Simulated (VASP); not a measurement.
A run of VASP 6.6.1 is set up as follows.

Contents of INCAR:

```
ALGO = Normal
EDIFF = 1E-6
EDIFFG = -0.04
ENCUT = 600
GGA = PE
IBRION = 2
ISIF = 3
ISMEAR = 0
LASPH = True
LCHARG = False
LREAL = False
LWAVE = False
NELM = 60
NSW = 90
PREC = Accurate
SIGMA = 0.1
```

The input KPOINTS:

```
k-points
0
Gamma
  6 6 2
```

Contents of POSCAR:

```
TaSi
1.0
    3.2297168000      0.0000000000      0.0000000000
   -1.6148584000      2.7970168000      0.0000000000
    0.0000000000      0.0000000000      8.5010417400
Ta Si
2 2
Direct
    0.3333333300      0.6666666700      0.8492213100
    0.6666666700      0.3333333300      0.1507786900
    0.3333333300      0.6666666700      0.3955219700
    0.6666666700      0.3333333300      0.6044780300
```

Potentials or basis: VASP PAW PBE potentials, release 64 (Ta_pv, Si).

Run with:

```console
$ cat potpaw_PBE.64/Ta_pv/POTCAR potpaw_PBE.64/Si/POTCAR > POTCAR
$ mpirun -np 1 vasp_std > vasp.out
```

Task: Estimate the space group after relaxing (to 0.05 Å).

Result: P-3m1 (No. 164).

Task: What does it give for the relaxed cell?

Result: a = 3.424 Å, b = 3.424 Å, c = 6.730 Å, α = 90.00°, β = 90.00°, γ = 120.00°.

Step by step:
```
step  energy change (eV)  largest force (eV/Å)  pressure (GPa)  volume (Å³)
   1              0.0000                0.4726          -17.85        76.79
   2              0.4349                0.2628           41.02        55.39
   3             -0.7136                0.5313           -0.67        66.21
   4             -0.7148                0.5307            0.12        65.88
   5             -0.7147                0.5303            0.65        65.68
   6             -0.7416                0.0907            1.07        65.60
   7             -0.7424                0.0934            1.20        65.59
   8             -0.7657                0.2993           -0.97        66.64
   9             -0.7688                0.5094           -5.82        69.80
  10             -0.7714                0.5027           -5.87        69.87
  11             -0.7808                0.4903           -6.11        70.08
  12             -0.8039                0.5039           -6.59        70.50
  13             -0.8453                0.5633           -7.57        71.33
  14             -0.9167                0.6664           -9.50        72.91
  15             -0.9250                1.2019          -11.53        75.81
  16             -0.9423                0.8322          -10.30        73.82
  17             -1.0055                1.0862           -9.88        73.91
  18             -1.0906                1.4596           -8.46        73.98
  19             -1.0899                1.4211           -8.74        73.99
  20             -1.1584                1.4214           -7.46        73.06
  21             -1.3127                1.3381           -3.02        70.33
  22             -1.3371                0.9498            9.05        65.08
  23             -1.3778                1.2037            2.92        67.46
  24             -1.4173                0.8744            2.21        67.58
  25             -1.4545                0.1009            1.10        67.85
  26             -1.4548                0.1007            1.02        67.88
  27             -1.4548                0.1162            1.00        67.89
  28             -1.4564                0.0816            0.31        68.18
  29             -1.4567                0.0564           -0.20        68.40
  30             -1.4567                0.0590           -0.15        68.37
  31             -1.4570                0.0428           -0.11        68.36
  32             -1.4574                0.0221            0.03        68.34
```

Caveat: the k points lie up to 0.47 Å⁻¹ apart in the final cell.
